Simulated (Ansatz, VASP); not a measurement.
Ga3AsP2: VASP beside Ansatz

File INCAR:

```
SYSTEM = Ga3AsP2
ALGO     = Normal         ! electronic algorithm
EDIFF    = 1E-7           ! SCF threshold, eV
EDIFFG   = -0.04          ! ionic threshold
ENCUT    = 600            ! plane-wave cutoff, eV
GGA      = PE             ! functional
IBRION   = 2              ! ionic algorithm
ISIF     = 3              ! what is computed and relaxed
ISMEAR   = 0              ! smearing method
LASPH    = .True.         ! aspherical terms in the spheres
LCHARG   = .False.        ! write CHGCAR
LREAL    = .False.        ! projectors in reciprocal space
LWAVE    = .False.        ! write WAVECAR
NELM     = 100            ! most SCF steps
NSW      = 90             ! ionic steps
PREC     = Accurate       ! precision mode
SIGMA    = 0.1            ! smearing width, eV
```

The input KPOINTS:

```
k-points
0
Gamma
  6 6 1
  0 0 0
```

File POSCAR:

```
Ga3AsP2
1.0
    3.8217522400      0.0000000000      0.0000000000
   -1.9108761200      3.3097345300      0.0000000000
    0.0000000000      0.0000000000     18.9081567600
Ga P As
6 4 2
Direct
    0.3333333300      0.6666666700      0.3333280300
    0.3333333300      0.6666666700      0.6666613600
    0.3333333300      0.6666666700      0.9999947000
    0.6666666700      0.3333333300      0.1666613600
    0.6666666700      0.3333333300      0.4999947000
    0.6666666700      0.3333333300      0.8333280300
    0.3333333300      0.6666666700      0.1246719700
    0.3333333300      0.6666666700      0.7913386300
    0.6666666700      0.3333333300      0.2913386300
    0.6666666700      0.3333333300      0.6246719700
    0.3333333300      0.6666666700      0.4580053000
    0.6666666700      0.3333333300      0.9580053000
```

Input for Ansatz:

```yaml
crystal:
  lattice:
    - [3.82175224, 0.0, 0.0]
    - [-1.91087612, 3.30973453, 0.0]
    - [0.0, 0.0, 18.90815676]
  atoms:
    - { symbol: Ga, position: [0.33333333, 0.66666667, 0.33332803] }
    - { symbol: Ga, position: [0.33333333, 0.66666667, 0.66666136] }
    - { symbol: Ga, position: [0.33333333, 0.66666667, 0.9999947] }
    - { symbol: Ga, position: [0.66666667, 0.33333333, 0.16666136] }
    - { symbol: Ga, position: [0.66666667, 0.33333333, 0.4999947] }
    - { symbol: Ga, position: [0.66666667, 0.33333333, 0.83332803] }
    - { symbol: P, position: [0.33333333, 0.66666667, 0.12467197] }
    - { symbol: P, position: [0.33333333, 0.66666667, 0.79133863] }
    - { symbol: P, position: [0.66666667, 0.33333333, 0.29133863] }
    - { symbol: P, position: [0.66666667, 0.33333333, 0.62467197] }
    - { symbol: As, position: [0.33333333, 0.66666667, 0.4580053] }
    - { symbol: As, position: [0.66666667, 0.33333333, 0.9580053] }
basis:
  ecutwfc: 420
kpoints:
  mp_grid: { grid: [6, 6, 1] }
hamiltonian:
  xc: pbe
scf:
  occupations: { method: gaussian, width: 0.1 }
  lower_state_search: "off"
output:
  forces: true
  stress: true
  eigenvalues: true
relax:
  adjacent_minimum: "off"
  f_tol: 0.04
  max_steps: 70
  cell: { stress_tol: 0.4 }
```

Alike in both runs: task relaxation of cell and atoms; functional PBE; k mesh 6 × 6 × 1; occupations gaussian, width 0.1 eV; no spin polarisation.

```csv
,VASP,Ansatz
version,VASP 6.6.1,Ansatz 0.2.0
potentials or method,"VASP PAW PBE potentials, release 64 (Ga_d, P, As), cutoff 600 eV","scalar-relativistic, plane waves, PAW"
valence electrons in the cell,108,128
```

```csv
,VASP,Ansatz,Ansatz less VASP
"gap on the k mesh at the Fermi level, each at its own relaxed structure (eV)",0.87,0.92,+0.043
relaxed volume (Å³/atom),21.80,21.73,-0.074
relaxed length of the cell vector where the two differ most in proportion (Å),3.939,3.933,-0.0056
```

VASP's potentials hold 108 valence electrons a cell and Ansatz's 128, so a difference there can come from the potentials and not from the codes.
